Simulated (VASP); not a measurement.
The system is LaMg2Si2.

```
La Mg Si
1.0
     4.33074    0.00000    0.00000
     0.00000    4.33074    0.00000
     0.00000    0.00000    5.83358
La Mg Si
1 2 2
Direct
  0.00000 0.00000 0.00000
  0.00000 0.50000 0.50000
  0.50000 0.00000 0.50000
  0.50000 0.50000 0.19907
  0.50000 0.50000 0.80093
```

```yaml
Program: VASP 6.6.1
Task: relaxation of cell and atoms
Functional: PBEsol
Potentials_or_basis: VASP PAW PBE potentials, release 64 (La, Mg, Si)
Cutoff: 600 eV
k_mesh: 8 × 8 × 6
Occupations: gaussian, width 0.05 eV
Spin: no spin polarisation
```

At the start: pressure -2.4 GPa; volume 21.88 Å³/atom.

Task: How do energy, volume and symmetry change on relaxing?

Result: Over 7 steps the energy falls by 6.0 meV/atom and the volume is 21.12 Å³/atom (-3.5 %); space group P4/mmm (No. 123, to 0.1 Å) before and after.

Step by step:
| step | energy change (eV) | largest force (eV/Å) | pressure (GPa) | volume (Å³) |
| --- | --- | --- | --- | --- |
| 1 | 0.0000 | 0.0458 | -2.36 | 109.41 |
| 2 | -0.0259 | 0.1072 | 0.90 | 104.38 |
| 3 | -0.0292 | 0.0667 | 0.03 | 105.62 |
| 4 | -0.0298 | 0.0369 | 0.00 | 105.57 |
| 5 | -0.0298 | 0.0155 | 0.01 | 105.58 |
| 6 | -0.0298 | 0.0132 | 0.01 | 105.58 |
| 7 | -0.0298 | 0.0045 | 0.00 | 105.59 |

Final structure:
```cif
data_structure
_symmetry_space_group_name_H-M 'P 1'
_symmetry_Int_Tables_number 1
_cell_length_a 4.2706
_cell_length_b 4.2706
_cell_length_c 5.7898
_cell_angle_alpha 90.000
_cell_angle_beta 90.000
_cell_angle_gamma 90.000
_cell_volume 105.59
loop_
_atom_site_label
_atom_site_type_symbol
_atom_site_fract_x
_atom_site_fract_y
_atom_site_fract_z
_atom_site_occupancy
La1 La 0.00000 0.00000 0.00000 1
Mg1 Mg 0.00000 0.50000 0.50000 1
Mg2 Mg 0.50000 0.00000 0.50000 1
Si1 Si 0.50000 0.50000 0.19909 1
Si2 Si 0.50000 0.50000 0.80091 1
```

Caveat: the PAW data sets were made with another functional, which shifts forces and pressure a little.
